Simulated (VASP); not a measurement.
A run of VASP 6.6.1 is set up as follows.

Contents of INCAR:

```
PREC = Accurate ; ENCUT = 500
EDIFF = 1E-7 ; ISMEAR = -1
SIGMA = 0.02 ; LREAL = F
LASPH = T ; NELM = 120
ALGO = Normal ; ISIF = 3
LWAVE = F ; LCHARG = F
GGA = PS ; IBRION = 2
NSW = 80 ; EDIFFG = -0.005
GGA_COMPAT = F ; NELMIN = 4
```

The input KPOINTS:

```
Automatic mesh
0
Gamma
  6 6 6
```

Contents of POSCAR:

```
CsI
1.0
    4.6660153637      0.0000000000      0.0000000000
    0.0000000000      4.6660153637      0.0000000000
    0.0000000000      0.0000000000      4.6660153637
Cs I
1 1
Direct
    0.0000000000      0.0000000000      0.0000000000
    0.5000000000      0.5000000000      0.5000000000
```

Potentials or basis: VASP PAW PBE potentials, release 64 (Cs_sv, I).

Launch:

```bash
$ cat potpaw_PBE.64/Cs_sv/POTCAR potpaw_PBE.64/I/POTCAR > POTCAR
$ mpirun -np 1 vasp_std > vasp.out
```

Question: Estimate the space group after relaxing (to 0.1 Å).

Answer: Pm-3m (No. 221).

Question: Estimate the band gap on the k mesh.

Answer: 3.82 eV (least direct gap 3.90 eV).

Question: What does it give for the relaxed volume?

Answer: 45.92 Å³/atom.

Final structure:
```xyz
2
Lattice="4.5117 0.0000 0.0000 0.0000 4.5117 0.0000 0.0000 0.0000 4.5117" Properties=species:S:1:pos:R:3 pbc="T T T"
Cs    0.0000    0.0000    0.0000
I     2.2559    2.2559    2.2559
```

Caveat: the PAW data sets were made with another functional, which shifts forces and pressure a little; spin-orbit coupling is left out, which moves the levels of the heavy elements. A k mesh can miss the band edges.
